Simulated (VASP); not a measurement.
# Fe (P6/mmm) in VASP: further runs, part 2 of 2

VASP 6.6.1. The steps go on from the part before.

## 4. Single point, r2SCAN, collinear spin, ferromagnetic start (10.80 Å³/atom)

This run uses another cell than the first one, of 10.80 Å³/atom.

Contents of POSCAR:

```
Fe
1.0
    4.0335654494      0.0000000000      0.0000000000
   -2.0167827247      3.4931701470      0.0000000000
    0.0000000000      0.0000000000      2.2984825169
Fe
3
Direct
    0.0000000000      0.0000000000      0.0000000000
    0.3333333333      0.6666666667      0.5000000000
    0.6666666667      0.3333333333      0.5000000000
```

Contents of INCAR.step1:

```
  PREC = Accurate
  ENCUT = 520
  ISMEAR = -1
  SIGMA = 0.05
  LREAL = F
  LASPH = T
  NELM = 150
  ISPIN = 2
  MAGMOM = 2.942 2.895 2.895
  LMAXMIX = 4
  NBANDS = 23
  GGA = PE
  ALGO = Normal
  EDIFF = 1E-4
  LWAVE = T
  LCHARG = F
```

Contents of INCAR.step2:

```
  PREC = Accurate
  ENCUT = 520
  EDIFF = 1E-7
  ISMEAR = -1
  SIGMA = 0.05
  LREAL = F
  LASPH = T
  NELM = 150
  ALGO = Normal
  ISIF = 2
  LWAVE = F
  LCHARG = T
  ISPIN = 2
  MAGMOM = 2.942 2.895 2.895
  LORBIT = 11
  LMAXMIX = 4
  METAGGA = R2SCAN
  LMIXTAU = T
  LELF = T
  LVHAR = T
  NBANDS = 23
  ISTART = 1
```

Contents of KPOINTS:

```
regular mesh
0
Gamma
  10 10 15
```

Potentials or basis: VASP PAW PBE potentials, release 64 (Fe).

Run with:

```bash
cat potpaw_PBE.64/Fe/POTCAR > POTCAR
cp INCAR.step1 INCAR
mpirun -np 1 vasp_std > vasp.out
cp INCAR.step2 INCAR
mpirun -np 1 vasp_std > vasp.out
```

OUTCAR:

```text
PREC = Accurate
   ENCUT = 520
   EDIFF = 1E-7
   ISMEAR = -1
   LREAL = F
   LASPH = T
   NELM = 150
   ISIF = 2
   ISPIN = 2
   LORBIT = 11
   METAGGA = R2SCAN
   ISTART = 1

 ion  position               nearest neighbor table
   1  0.000  0.000  0.000-   2 2.60   3 2.60   2 2.60   3 2.60   2 2.60   2 2.60   3 2.60   3 2.60
                             3 2.60   3 2.60   2 2.60   2 2.60
   2  0.333  0.667  0.500-   3 2.33   3 2.33   3 2.33   1 2.60   1 2.60   1 2.60   1 2.60   1 2.60
                             1 2.60
   3  0.667  0.333  0.500-   2 2.33   2 2.33   2 2.33   1 2.60   1 2.60   1 2.60   1 2.60   1 2.60
                             1 2.60

  LATTYP: Found a hexagonal cell.
 ALAT       =     4.0335654494
 C/A-ratio  =     0.5698389045

  Lattice vectors:

 A1 = (   4.0335654494,   0.0000000000,   0.0000000000)
 A2 = (  -2.0167827247,   3.4931701470,   0.0000000000)
 A3 = (   0.0000000000,   0.0000000000,   2.2984825169)

Analysis of symmetry for initial positions (statically):
=====================================================================
 Subroutine PRICEL returns:
 Original cell was already a primitive cell.

 Routine SETGRP: Setting up the symmetry group for a
 hexagonal supercell.

 Subroutine GETGRP returns: Found 24 space group operations
 (whereof 24 operations were pure point group operations)
 out of a pool of 24 trial point group operations.

The static configuration has the point symmetry D_6h.

Analysis of symmetry for dynamics (positions and initial velocities):
=====================================================================
 Subroutine PRICEL returns:
 Original cell was already a primitive cell.

 Routine SETGRP: Setting up the symmetry group for a
 hexagonal supercell.

 Subroutine GETGRP returns: Found 24 space group operations
 (whereof 24 operations were pure point group operations)
 out of a pool of 24 trial point group operations.

The dynamic configuration has the point symmetry D_6h.

Analysis of structural, dynamic, and magnetic symmetry:
=====================================================================
 Subroutine PRICEL returns:
 Original cell was already a primitive cell.

 Routine SETGRP: Setting up the symmetry group for a
 hexagonal supercell.

 Subroutine GETGRP returns: Found 24 space group operations
 (whereof 24 operations were pure point group operations)
 out of a pool of 24 trial point group operations.

The overall configuration has the point symmetry D_6h.

 Subroutine INISYM returns: Found 24 space group operations
 (whereof 24 operations are pure point group operations),
 and found     1 'primitive' translations

----------------------------------------------------------------------------------------

                                     Primitive cell

  volume of cell :      32.3855

  direct lattice vectors                    reciprocal lattice vectors
     4.033565449  0.000000000  0.000000000     0.247919617  0.143136457  0.000000000
    -2.016782725  3.493170147  0.000000000     0.000000000  0.286272915  0.000000000
     0.000000000  0.000000000  2.298482517     0.000000000  0.000000000  0.435069657

  length of vectors
     4.033565449  4.033565449  2.298482517     0.286272915  0.286272915  0.435069657

  position of ions in fractional coordinates (direct lattice)
     0.000000000  0.000000000  0.000000000
[... 71 lines left out ...]
   PREC   = accura    normal or accurate (medium, high low for compatibility)
   ISTART =      1    job   : 0-new  1-cont  2-samecut
   ICHARG =      0    charge: 1-file 2-atom 10-const
   ISPIN  =      2    spin polarized calculation?
   LNONCOLLINEAR =      F non collinear calculations
   LSORBIT =      F    spin-orbit coupling
   LASPH  =      T    aspherical Exc in radial PAW
   ENCUT  =  520.0 eV  38.22 Ry    6.18 a.u.   7.50  7.50  4.27*2*pi/ulx,y,z
   NELM   =    150;   NELMIN=  2; NELMDL=  0     # of ELM steps
   EDIFF  = 0.1E-06   stopping-criterion for ELM
   LREAL  =      F    real-space projection
   EDIFFG = 0.1E-05   stopping-criterion for IOM
   NSW    =      0    number of steps for IOM
   IBRION =     -1    ionic relax: 0-MD 1-quasi-New 2-CG
   NFREE  =      0    steps in history (QN), initial steepest desc. (CG)
   ISIF   =      2    stress and relaxation
   ISYM   =      2    0-nonsym 1-usesym 2-fastsym
   POTIM  = 0.5000    time-step for ionic-motion
   TEBEG  =    0.0;   TEEND  =   0.0 temperature during run
   PSTRESS=    0.0 pullay stress
   NELECT =      24.0000    total number of electrons
   NUPDOWN=      -1.0000    fix difference up-down
   EMIN   =  10.00;   EMAX   =-10.00  energy-range for DOS
   EFERMI =   0.00;   METHOD = LEGACY
   ISMEAR =    -1;   SIGMA  =   0.05  broadening in eV -4-tet -1-fermi 0-gaus
   EFERMI_NEDOS =   21; number of points for ismear=-14 and -15
   IALGO  =     38    algorithm
   IMIX   =      4    mixing-type and parameters
     AMIX     =   0.40;   BMIX     =  1.00
     AMIX_MAG =   1.60;   BMIX_MAG =  1.00
  volume/ion in A,a.u.               =      10.80        72.85
  Fermi-wavevector in a.u.,A,eV,Ry     =   1.481478  2.799588 29.861758  2.194777
  Thomas-Fermi vector in A             =   2.595383
   LORBIT       =     11    0 simple, 1 ext, 2 COOP (PROOUT), +10 PAW based schemes
   METAGGA = R2SCAN    functional components
   LHFCALC =     F    Hartree Fock is set to
   AEXX    =    0.0000 exact exchange contribution
   IVDW    =     0    specifies the selected vdW correction
   LEPSILON=     F    determine dielectric tensor
   LRPA    =     F    only Hartree local field effects (RPA)
 spin polarized calculation
  energy-cutoff  :      520.00
  volume of cell :       32.39
 maximum number of plane-waves:       903
 NGX is ok and might be reduce to    30
   NGX = 15   NGY = 15   NGZ =  9

 number of electron      24.0000006 magnetization       8.0375084

 Free energy of the ion-electron system (eV)
  ---------------------------------------------------
  ext. energy  EPLUGINS =         0.00000000
  ---------------------------------------------------
  free energy    TOTEN  =       -42.32757996 eV

  energy without entropy =      -42.31096850  energy(sigma->0) =      -42.31927423

 E-fermi :   6.7394     XC(G=0): -14.5351

 val. band max:        6.7326638800   @ k =   0.4000  -0.0000   0.4667
 cond. band min:       6.7396709020   @ k =   0.0000   0.0000   0.2000
 fundamental gap:      0.0070070220
 Fermi energy:         6.7393946996

 spin component 1

 k-point     1 :       0.0000    0.0000    0.0000
  band No.  band energies     occupation
      1      -2.7187      1.00000
      2       1.1137      1.00000
      3       2.4358      1.00000
      4       2.4359      1.00000
      5       2.4893      1.00000
      6       2.5454      1.00000
[... 613 lines left out ...]
     22      23.5578      0.00000
     23      25.3565      0.00000

 [... further k-points ...]

 spin component 2

 k-point     1 :       0.0000    0.0000    0.0000
  band No.  band energies     occupation
      1      -3.0798      1.00000
      2       3.1589      1.00000
      3       4.4593      1.00000
      4       4.4593      1.00000
      5       4.5343      1.00000
      6       4.5343      1.00000
[... 613 lines left out ...]
     22      24.6811      0.00000
     23      26.1117      0.00000

 [... further k-points ...]
[... 5 lines left out ...]
  --------------------------------------------------------------------------------------
  -------------------------------------------------------------------------------------
  Total        5.4135635      5.4135635      5.8327638      0.0000000     -0.0000000     -0.0000000
  in kB      267.8204669    267.8204669    288.5591962      0.0000000     -0.0000000     -0.0000000
  external PRESSURE =     274.7333767 kB  Pullay stress =       0.0000000 kB

 VOLUME and BASIS-vectors are now :
 -----------------------------------------------------------------------------
  energy-cutoff  :      520.00
  volume of cell :       32.39
      direct lattice vectors                 reciprocal lattice vectors
     4.033565449  0.000000000  0.000000000     0.247919617  0.143136457  0.000000000
    -2.016782725  3.493170147  0.000000000     0.000000000  0.286272915  0.000000000
     0.000000000  0.000000000  2.298482517     0.000000000  0.000000000  0.435069657

 POSITION                                       TOTAL-FORCE (eV/Angst)
 -----------------------------------------------------------------------------------
      0.00000      0.00000      0.00000         0.000000      0.000000     -0.000000
     -0.00000      2.32878      1.14924        -0.000000      0.000000     -0.000000
      2.01678      1.16439      1.14924        -0.000000     -0.000000      0.000000
 -----------------------------------------------------------------------------------
    total drift:                               -0.000000      0.000000      0.000000

  FREE ENERGIE OF THE ION-ELECTRON SYSTEM (eV)
  ---------------------------------------------------
  free  energy   TOTEN  =       -42.3275799604 eV

  energy  without entropy=      -42.3109684985  energy(sigma->0) =      -42.31927423

 total charge

# of ion       s       p       d       tot
------------------------------------------
    1        0.514   0.620   6.233   7.367
    2        0.537   0.611   6.293   7.440
    3        0.537   0.611   6.293   7.440
--------------------------------------------------
tot          1.588   1.841  18.819  22.248

 magnetization (x)

# of ion       s       p       d       tot
------------------------------------------
    1       -0.008  -0.093   2.786   2.685
    2       -0.005  -0.061   2.775   2.709
    3       -0.005  -0.061   2.775   2.709
--------------------------------------------------
tot         -0.019  -0.215   8.337   8.103
```

Wall time 16 min (1 thread of Oxide Virtual Turin-like, shared host); peak memory 0.21 GiB.

Results:

| Quantity | Value |
| --- | --- |
| Free energy | -42.3276 eV |
| Pressure | 27.5 GPa |
| Band gap on the k mesh | zero (filled and empty bands overlap) |
| Net moment | 8.04 μB per cell |
| Site moments | Fe +2.69, +2.71 (each value once) μB |
| Valence electrons inside the program's atomic spheres | Fe 7.37, 7.44 (each value once) |

Levels at points of the mesh, in eV from the Fermi level:
Spin up:
```csv
k point,band 12,band 13,band 14,band 15,band 16,band 17,band 18,band 19,band 20,band 21
"(0.00, 0.00, 0.00)",-2.34,-2.28,-2.28,-1.15,-1.15,6.09,6.09,6.09,6.09,9.07
"(0.50, 0.00, 0.00)",-1.70,-1.48,-1.46,-1.43,-1.25,-1.03,-0.34,6.83,15.43,15.46
```
Spin down:
| k point | band 5 | band 6 | band 7 | band 8 | band 9 | band 10 | band 11 | band 12 |
| --- | --- | --- | --- | --- | --- | --- | --- | --- |
| (0.00, 0.00, 0.00) | -2.21 | -2.21 | -1.88 | -1.10 | 0.43 | 0.43 | 2.07 | 2.07 |
| (0.50, 0.00, 0.00) | -1.97 | -1.54 | -1.20 | -0.99 | -0.68 | 1.39 | 2.01 | 2.18 |

Caveat: the cell stands under pressure; the PAW data sets were made with another functional, which shifts forces and pressure a little.

## 5. Single point, r2SCAN, collinear spin, ferromagnetic start (11.29 Å³/atom)

This run uses another cell than the first one, of 11.29 Å³/atom.

Contents of POSCAR:

```
Fe
1.0
    4.0937767958      0.0000000000      0.0000000000
   -2.0468883979      3.5453147025      0.0000000000
    0.0000000000      0.0000000000      2.3327932845
Fe
3
Direct
    0.0000000000      0.0000000000      0.0000000000
    0.3333333333      0.6666666667      0.5000000000
    0.6666666667      0.3333333333      0.5000000000
```

Contents of INCAR.step1:

```
SYSTEM = Fe
  PREC = Accurate
  ENCUT = 520
  ISMEAR = -1
  SIGMA = 0.05
  LREAL = .False.
  LASPH = .True.
  NELM = 150
  ISPIN = 2
  MAGMOM = 2.942 2.895 2.895
  LMAXMIX = 4
  NBANDS = 23
  GGA = PE
  ALGO = Normal
  EDIFF = 1E-4
  LWAVE = .True.
  LCHARG = .False.
```

Contents of INCAR.step2:

```
SYSTEM = Fe
  PREC = Accurate
  ENCUT = 520
  EDIFF = 1E-7
  ISMEAR = -1
  SIGMA = 0.05
  LREAL = .False.
  LASPH = .True.
  NELM = 150
  ALGO = Normal
  ISIF = 2
  LWAVE = .False.
  LCHARG = .True.
  ISPIN = 2
  MAGMOM = 2.942 2.895 2.895
  LORBIT = 11
  LMAXMIX = 4
  METAGGA = R2SCAN
  LMIXTAU = .True.
  LELF = .True.
  LVHAR = .True.
  NBANDS = 23
  ISTART = 1
```

Contents of KPOINTS:

```
Automatic mesh
0
Gamma
  10 10 15
  0 0 0
```

Potentials or basis: VASP PAW PBE potentials, release 64 (Fe).

Run with:

```bash
cat potpaw_PBE.64/Fe/POTCAR > POTCAR
cp INCAR.step1 INCAR
mpirun -np 1 vasp_std > vasp.out
cp INCAR.step2 INCAR
mpirun -np 1 vasp_std > vasp.out
```

OUTCAR:

```text
SYSTEM = Fe
   PREC = Accurate
   ENCUT = 520
   EDIFF = 1E-7
   ISMEAR = -1
   LREAL = .False.
   LASPH = .True.
   NELM = 150
   ISIF = 2
   ISPIN = 2
   LORBIT = 11
   METAGGA = R2SCAN
   ISTART = 1

 ion  position               nearest neighbor table
   1  0.000  0.000  0.000-   2 2.64   3 2.64   2 2.64   3 2.64   2 2.64   2 2.64   3 2.64   3 2.64
                             3 2.64   3 2.64   2 2.64   2 2.64
   2  0.333  0.667  0.500-   3 2.36   3 2.36   3 2.36   1 2.64   1 2.64   1 2.64   1 2.64   1 2.64
                             1 2.64
   3  0.667  0.333  0.500-   2 2.36   2 2.36   2 2.36   1 2.64   1 2.64   1 2.64   1 2.64   1 2.64
                             1 2.64

  LATTYP: Found a hexagonal cell.
 ALAT       =     4.0937767958
 C/A-ratio  =     0.5698389045

  Lattice vectors:

 A1 = (   4.0937767958,   0.0000000000,   0.0000000000)
 A2 = (  -2.0468883979,   3.5453147025,   0.0000000000)
 A3 = (   0.0000000000,   0.0000000000,   2.3327932845)

Analysis of symmetry for initial positions (statically):
=====================================================================
 Subroutine PRICEL returns:
[... 829 lines left out ...]
      5       4.2300      1.00000
      6       4.2300      1.00000
[... 613 lines left out ...]
     22      23.6575      0.00000
     23      25.1454      0.00000

 [... further k-points ...]
[... 5 lines left out ...]
  --------------------------------------------------------------------------------------
  -------------------------------------------------------------------------------------
  Total        3.2759388      3.2759388      3.6661718      0.0000000     -0.0000000      0.0000000
  in kB      155.0212199    155.0212199    173.4875000      0.0000000     -0.0000000      0.0000000
  external PRESSURE =     161.1766466 kB  Pullay stress =       0.0000000 kB

 VOLUME and BASIS-vectors are now :
 -----------------------------------------------------------------------------
  energy-cutoff  :      520.00
  volume of cell :       33.86
      direct lattice vectors                 reciprocal lattice vectors
     4.093776796  0.000000000  0.000000000     0.244273210  0.141031204  0.000000000
    -2.046888398  3.545314702  0.000000000     0.000000000  0.282062407  0.000000000
     0.000000000  0.000000000  2.332793285     0.000000000  0.000000000  0.428670644

 POSITION                                       TOTAL-FORCE (eV/Angst)
 -----------------------------------------------------------------------------------
      0.00000      0.00000      0.00000         0.000000      0.000000      0.000000
     -0.00000      2.36354      1.16640        -0.000000      0.000000     -0.000000
      2.04689      1.18177      1.16640         0.000000      0.000000      0.000000
 -----------------------------------------------------------------------------------
    total drift:                               -0.000000      0.000000      0.000000

  FREE ENERGIE OF THE ION-ELECTRON SYSTEM (eV)
  ---------------------------------------------------
  free  energy   TOTEN  =       -42.5260568387 eV

  energy  without entropy=      -42.5099224510  energy(sigma->0) =      -42.51798964

 total charge

# of ion       s       p       d       tot
------------------------------------------
    1        0.495   0.583   6.187   7.264
    2        0.518   0.575   6.247   7.340
    3        0.518   0.575   6.247   7.340
--------------------------------------------------
tot          1.531   1.733  18.681  21.944

 magnetization (x)

# of ion       s       p       d       tot
------------------------------------------
    1       -0.007  -0.091   2.852   2.754
    2       -0.005  -0.062   2.831   2.764
    3       -0.005  -0.062   2.831   2.764
--------------------------------------------------
tot         -0.016  -0.216   8.513   8.281
```

OUTCAR.step1:

```text
SYSTEM = Fe
   PREC = Accurate
   ENCUT = 520
   ISMEAR = -1
   LREAL = .False.
   LASPH = .True.
   NELM = 150
[... 1495 lines left out ...]
      0.00000      0.00000      0.00000        -0.000000      0.000000      0.000000
     -0.00000      2.36354      1.16640        -0.000000      0.000000      0.000000
      2.04689      1.18177      1.16640         0.000000      0.000000      0.000000
 -----------------------------------------------------------------------------------
    total drift:                               -0.000000      0.000000      0.000000

  FREE ENERGIE OF THE ION-ELECTRON SYSTEM (eV)
  ---------------------------------------------------
  free  energy   TOTEN  =       -24.0771608963 eV

  energy  without entropy=      -24.0478011601  energy(sigma->0) =      -24.06248103
```

OSZICAR.step1:

```text
N       E                     dE             d eps       ncg     rms          rms(c)
DAV:   1     0.151162311566E+03    0.15116E+03   -0.10513E+04 10680   0.136E+03
DAV:   2    -0.199661447176E+02   -0.17113E+03   -0.15882E+03 10304   0.268E+02
DAV:   3    -0.265186142758E+02   -0.65525E+01   -0.61858E+01 11872   0.752E+01
DAV:   4    -0.265775842359E+02   -0.58970E-01   -0.58936E-01 11403   0.729E+00
DAV:   5    -0.265782273471E+02   -0.64311E-03   -0.64311E-03 11739   0.609E-01    0.200E+01
DAV:   6    -0.245583278295E+02    0.20199E+01   -0.16745E+01 11312   0.674E+01    0.127E+01
DAV:   7    -0.302744523710E+02   -0.57161E+01   -0.21743E+01 12078   0.942E+01    0.372E+01
DAV:   8    -0.239388991822E+02    0.63356E+01   -0.27354E+01 12571   0.464E+01    0.494E+00
DAV:   9    -0.239719201983E+02   -0.33021E-01   -0.34384E-01 10888   0.636E+00    0.268E+00
DAV:  10    -0.240056052412E+02   -0.33685E-01   -0.35920E-02 12689   0.280E+00    0.255E+00
DAV:  11    -0.240462513214E+02   -0.40646E-01   -0.19645E-02 14699   0.207E+00    0.223E+00
DAV:  12    -0.240758317631E+02   -0.29580E-01   -0.34677E-02 14076   0.238E+00    0.111E+00
DAV:  13    -0.240771955962E+02   -0.13638E-02   -0.30579E-03 13526   0.952E-01    0.597E-01
DAV:  14    -0.240771608963E+02    0.34700E-04   -0.55911E-04 11550   0.635E-01
   1 F= -.24077161E+02 E0= -.24062481E+02  d E =-.293597E-01  mag=     6.9686
```

It took 13 min on 1 thread of Oxide Virtual Turin-like, shared host; peak memory 0.22 GiB.

Results:

```yaml
Free_energy: -42.5261 eV
Pressure: 16.1 GPa
Net_moment: 8.19 μB per cell
Site_moments: Fe +2.75, +2.76 (each value once) μB
Valence_electrons_inside_the_program's_atomic_spheres: Fe 7.26, 7.34 (each value once)
```

Levels at points of the mesh, in eV from the Fermi level:
Spin up:
| k point | band 14 | band 15 | band 16 | band 17 | band 18 | band 19 |
| --- | --- | --- | --- | --- | --- | --- |
| (0.00, 0.00, 0.00) | -2.38 | -1.33 | -1.33 | 5.74 | 5.74 | 5.74 |
| (0.50, 0.00, 0.00) | -1.62 | -1.60 | -1.39 | -1.22 | -0.38 | 6.33 |
Spin down:
| k point | band 6 | band 7 | band 8 | band 9 | band 10 | band 11 |
| --- | --- | --- | --- | --- | --- | --- |
| (0.00, 0.00, 0.00) | -2.10 | -1.80 | -1.02 | 0.47 | 0.47 | 2.04 |
| (0.50, 0.00, 0.00) | -1.40 | -1.12 | -0.88 | -0.74 | 1.41 | 1.94 |

Caveat: the cell stands under pressure; the PAW data sets were made with another functional, which shifts forces and pressure a little.

## 6. Summary

```csv
task,cell,k mesh,cutoff (eV),gap on the mesh (eV),pressure (GPa),moment (μB)
relaxation of cell and atoms,"relaxed from a = 4.052, b = 4.052, c = 2.484 Å, angles 90.0, 90.0, 120.0°, 3 atoms",9 × 9 × 13,600,none,0.0,5.49
single point,"a = 4.209, b = 4.209, c = 2.399 Å, angles 90.0, 90.0, 120.0°, 3 atoms",9 × 9 × 13,520,none,-0.3,8.41
single point,"a = 4.034, b = 4.034, c = 2.298 Å, angles 90.0, 90.0, 120.0°, 3 atoms",10 × 10 × 15,520,none,27.5,8.04
single point,"a = 4.094, b = 4.094, c = 2.333 Å, angles 90.0, 90.0, 120.0°, 3 atoms",10 × 10 × 15,520,none,16.1,8.19
```

Alike in all rows: level r2SCAN; potentials or basis VASP PAW PBE potentials, release 64 (Fe); spin collinear, ferromagnetic start; smearing fermi-dirac 0.05 eV.

Caveats: the PAW data sets were made with another functional, which shifts forces and pressure a little; the cell stands under pressure (at least some runs).

Absolute energies hang on the potentials; compare differences alone.
